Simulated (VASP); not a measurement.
Set up this calculation in VASP 6.6.1, as the native input.

```yaml
Task: single point
Functional: LDA
Potentials_or_basis: VASP PAW LDA potentials, release 64 (Al, N)
Cutoff: 520 eV
k_mesh: 8 × 6 × 4
Occupations: gaussian, width 0.05 eV
Spin: no spin polarisation
Dipole_correction: no
Further_INCAR_settings: ALGO = Normal; EDIFF = 1e-07; NBANDS = 26
```

The structure of AlN lies in POSCAR:

```
AlN
1.0
   -1.6378403119      2.8368226349      0.0000000000
    0.0000000000      0.0000000000      4.1006264518
    4.9135209358      2.8368226349      0.0000000000
Al N
4 4
Direct
    0.6172768332      0.7500000000      0.1805224589
    1.0000000000      0.7500000000      0.6666666667
    0.0000000000      0.2500000000      0.3333333333
    0.5000000000      0.2500000000      0.8333333333
    0.5000000000      0.2500000000      0.1666666667
    1.0000000000      0.2500000000      0.6666666667
    0.0000000000      0.7500000000      0.3333333333
    0.5000000000      0.7500000000      0.8333333333
```

This cell differs from its parent crystal: atom 1 (Al) moved by -0.124 Å along [1 0 0] and +0.372 Å along [1 2 0].

One way to write it, as run:

INCAR

```
SYSTEM = AlN
PREC = Accurate
ENCUT = 520
EDIFF = 1E-7
ISMEAR = 0
SIGMA = 0.05
LREAL = .False.
LASPH = .True.
NELM = 60
ALGO = Normal
ISIF = 2
LWAVE = .False.
LCHARG = .False.
GGA = CA
NBANDS = 26
```

KPOINTS

```
Automatic mesh
0
Gamma
  8 6 4
  0 0 0
```

Potentials or basis: VASP PAW LDA potentials, release 64 (Al, N).

The run is started by

```bash
$ cat potpaw_LDA.64/Al/POTCAR potpaw_LDA.64/N/POTCAR > POTCAR
$ mpirun -np 1 vasp_std > vasp.out
```

Results of the run:

```
Pressure               : 10.0 GPa
Largest force          : 14.080 eV/Å
Band gap on the k mesh : 3.50 eV
```

Caveat: the cell differs from its parent crystal (atom 1 (Al) moved by -0.124 Å along [1 0 0] and +0.372 Å along [1 2 0]); the cell stands under pressure; forces of over 1 eV/Å act on the atoms, so gaps and moduli don't describe the material at rest.

Wall time 2.6 min on 1 thread of Intel Xeon 8259CL, on a shared host, peak memory 0.22 GiB.
